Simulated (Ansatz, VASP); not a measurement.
**Two plane-wave programs on Be4BrF2**

```
Be Br F
1.0
     5.69463    0.00000    0.00000
     0.00000    5.69463    0.00000
     0.00000    0.00000    2.84732
Be Br F
4 1 2
Direct
  0.19548 0.80452 0.00000
  0.19548 0.19548 0.00000
  0.80452 0.80452 0.00000
  0.80452 0.19548 0.00000
  0.50000 0.50000 0.50000
  0.50000 0.00000 0.50000
  0.00000 0.50000 0.50000
```

Change from the starting cell: ordered mixture with vacancies on the anion sites of caesium chloride (P4/mmm, No. 123).

Alike in both runs: functional PBE; k mesh 8 × 8 × 14; occupations gaussian, width 0.1 eV; no spin polarisation.

Ansatz relaxed the structure, and its values are those at the end. VASP's run is a single point on that final structure, the one shown.

```csv
,VASP,Ansatz
version,VASP 6.6.1,Ansatz 0.2.0
potentials or method,"VASP PAW PBE potentials, release 64 (Be, Br, F), cutoff 520 eV","scalar-relativistic, plane waves, PAW"
valence electrons in the cell,29,29
```

Ansatz gave:

```
gap on the k mesh at the Fermi level (eV) : none
pressure (GPa)                            : 0.0
```

Problem. What did VASP give for the same quantities?

Solution. gap on the k mesh at the Fermi level (eV): none; pressure (GPa): -0.1.

A gap of «none» marks a metal or a gap that the smearing closes.
